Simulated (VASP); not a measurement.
# MnO (Fm-3m) in VASP: further runs, part 2 of 2

VASP 6.6.1.

**4. Single point, PBE+U, collinear spin, ferromagnetic start**

Input file INCAR:

```
PREC = Accurate ; ENCUT = 600
EDIFF = 1E-6 ; ISMEAR = 0
SIGMA = 0.05 ; LREAL = False
LASPH = True ; NELM = 200
ALGO = Normal ; ISIF = 2
LWAVE = False ; LCHARG = False
ISPIN = 2 ; MAGMOM = 4.76 0.18
LORBIT = 11 ; LMAXMIX = 4
LDAU = True ; LDAUTYPE = 2
LDAUL = 2 -1 ; LDAUU = 3.9 0
LDAUJ = 0 0 ; LDAUPRINT = 1
GGA = PE ; NBANDS = 22
GGA_COMPAT = False
```

Input file KPOINTS:

```
regular mesh
0
Gamma
  12 12 12
```

Input file POSCAR:

```
MnO
1.0
    0.0000000000      2.2672702808      2.2672702808
    2.2672702808      0.0000000000      2.2672702808
    2.2672702808      2.2672702808      0.0000000000
Mn O
1 1
Direct
    0.0000000000      0.0000000000      0.0000000000
    0.5000000000      0.5000000000      0.5000000000
```

Potentials or basis: VASP PAW PBE potentials, release 64 (Mn_sv, O).

On the command line:

```sh
cat potpaw_PBE.64/Mn_sv/POTCAR potpaw_PBE.64/O/POTCAR > POTCAR
mpirun -np 1 vasp_std > vasp.out
```

OUTCAR:

```text
PREC = Accurate
   ENCUT = 600
   EDIFF = 1E-6
   ISMEAR = 0
   LREAL = False
   LASPH = True
   NELM = 200
   ISIF = 2
   ISPIN = 2
   LORBIT = 11
   GGA = PE

 ion  position               nearest neighbor table
   1  0.000  0.000  0.000-   2 2.27   2 2.27   2 2.27   2 2.27   2 2.27   2 2.27
   2  0.500  0.500  0.500-   1 2.27   1 2.27   1 2.27   1 2.27   1 2.27   1 2.27

  LATTYP: Found a face centered cubic cell.
 ALAT       =     4.5345405616

  Lattice vectors:

 A1 = (   0.0000000000,   2.2672702808,   2.2672702808)
 A2 = (   2.2672702808,   0.0000000000,   2.2672702808)
 A3 = (   2.2672702808,   2.2672702808,   0.0000000000)

[... 1451 lines left out ...]
 VOLUME and BASIS-vectors are now :
 -----------------------------------------------------------------------------
  energy-cutoff  :      600.00
  volume of cell :       23.31
      direct lattice vectors                 reciprocal lattice vectors
     0.000000000  2.267270281  2.267270281    -0.220529508  0.220529508  0.220529508
     2.267270281  0.000000000  2.267270281     0.220529508 -0.220529508  0.220529508
     2.267270281  2.267270281  0.000000000     0.220529508  0.220529508 -0.220529508

 POSITION                                       TOTAL-FORCE (eV/Angst)
 -----------------------------------------------------------------------------------
      0.00000      0.00000      0.00000         0.000000      0.000000      0.000000
      2.26727      2.26727      2.26727        -0.000000     -0.000000     -0.000000
 -----------------------------------------------------------------------------------
    total drift:                                0.000000      0.000000      0.000000

  FREE ENERGIE OF THE ION-ELECTRON SYSTEM (eV)
  ---------------------------------------------------
  free  energy   TOTEN  =       -15.3300548917 eV

  energy  without entropy=      -15.3300214711  energy(sigma->0) =      -15.33003818

 total charge

# of ion       s       p       d       tot
------------------------------------------
    1        2.110   6.007   4.729  12.847
    2        1.551   3.427   0.000   4.978
--------------------------------------------------
tot          3.662   9.434   4.729  17.825

 magnetization (x)

# of ion       s       p       d       tot
------------------------------------------
    1        0.023   0.015   4.463   4.501
    2        0.023   0.130   0.000   0.154
--------------------------------------------------
tot          0.046   0.145   4.463   4.655
```

OSZICAR:

```text
N       E                     dE             d eps       ncg     rms          rms(c)
DAV:   1     0.283414168622E+03    0.28341E+03   -0.11914E+04  7118   0.133E+03
DAV:   2     0.197447532365E+00   -0.28322E+03   -0.26437E+03  6480   0.426E+02
DAV:   3    -0.152558147720E+02   -0.15453E+02   -0.15246E+02  8854   0.118E+02
DAV:   4    -0.159984305253E+02   -0.74262E+00   -0.73923E+00  9478   0.227E+01
DAV:   5    -0.160043606202E+02   -0.59301E-02   -0.59296E-02  8190   0.204E+00    0.134E+01
DAV:   6    -0.149801024265E+02    0.10243E+01   -0.98044E+00  9816   0.363E+01    0.129E+01
DAV:   7    -0.153164423710E+02   -0.33634E+00   -0.88217E-01  9062   0.140E+01    0.735E+00
DAV:   8    -0.153212061730E+02   -0.47638E-02   -0.12365E-01  8276   0.420E+00    0.295E+00
DAV:   9    -0.153242066601E+02   -0.30005E-02   -0.14151E-02  8798   0.169E+00    0.798E-01
DAV:  10    -0.153289065819E+02   -0.46999E-02   -0.27072E-03  9456   0.524E-01    0.268E-01
DAV:  11    -0.153299365654E+02   -0.10300E-02   -0.59800E-04  9742   0.319E-01    0.610E-02
DAV:  12    -0.153300299327E+02   -0.93367E-04   -0.47202E-05  9176   0.976E-02    0.397E-02
DAV:  13    -0.153300490766E+02   -0.19144E-04   -0.23373E-05  7868   0.511E-02    0.127E-02
DAV:  14    -0.153300545742E+02   -0.54975E-05   -0.17123E-06  7596   0.164E-02    0.266E-03
DAV:  15    -0.153300548917E+02   -0.31751E-06   -0.16158E-07  4618   0.424E-03
   1 F= -.15330055E+02 E0= -.15330038E+02  d E =-.334205E-04  mag=     5.0000
```

stdout:

```text
POSCAR found type information on POSCAR MnO
 POSCAR found :  2 types and       2 ions
 scaLAPACK will be used
 LDA part: xc-table for (Slater+PW92), standard interpolation
 POSCAR, INCAR and KPOINTS ok, starting setup
 FFT: planning ... GRIDC
 FFT: planning ... GRID_SOFT
 FFT: planning ... GRID
 WAVECAR not read
 entering main loop
```

Run time: 76 s. Hardware: 1 thread of Intel Xeon Platinum 8375C at 2.90GHz (Ice Lake), shared host; peak memory 0.21 GiB.

What came out:

```
Free energy                                           : -15.3301 eV
Pressure                                              : -4.0 GPa
Net moment                                            : 5.00 μB per cell
Site moments                                          : Mn +4.50; O +0.15 μB
Valence electrons inside the program's atomic spheres : Mn 12.85; O 4.98
```

Levels at points of the mesh, in eV from the Fermi level:
Spin up:
| k point | band 10 | band 11 | band 12 | band 13 | band 14 | band 15 | band 16 | band 17 |
| --- | --- | --- | --- | --- | --- | --- | --- | --- |
| (0.00, 0.00, 0.00) | -3.60 | -2.57 | -2.57 | -2.57 | 0.00 | 14.49 | 16.01 | 16.01 |
| (0.50, 0.00, 0.00) | -3.21 | -2.46 | -0.06 | -0.06 | 4.07 | 8.01 | 12.15 | 12.15 |
| (0.50, 0.50, 0.00) | -3.27 | -3.00 | -3.00 | -2.93 | 5.28 | 8.33 | 10.27 | 13.77 |
Spin down:
```csv
k point,band 5,band 6,band 7,band 8,band 9,band 10,band 11,band 12
"(0.00, 0.00, 0.00)",-18.54,-2.28,-2.28,-2.28,1.31,3.19,3.19,3.19
"(0.50, 0.00, 0.00)",-17.69,-6.05,-3.42,-3.42,4.20,4.51,4.51,5.10
"(0.50, 0.50, 0.00)",-17.67,-5.24,-3.23,-3.23,1.39,4.38,4.44,5.01
```

Eigenvalues of the final occupation matrices:
```
    site  spin  trace               eigenvalues
site 1 d     1   4.62  0.91 0.91 0.91 0.94 0.94
site 1 d     2   0.14  0.01 0.01 0.01 0.05 0.05
```

Caveat: a cell with one magnetic atom can't hold antiferromagnetic order, which such compounds often take.
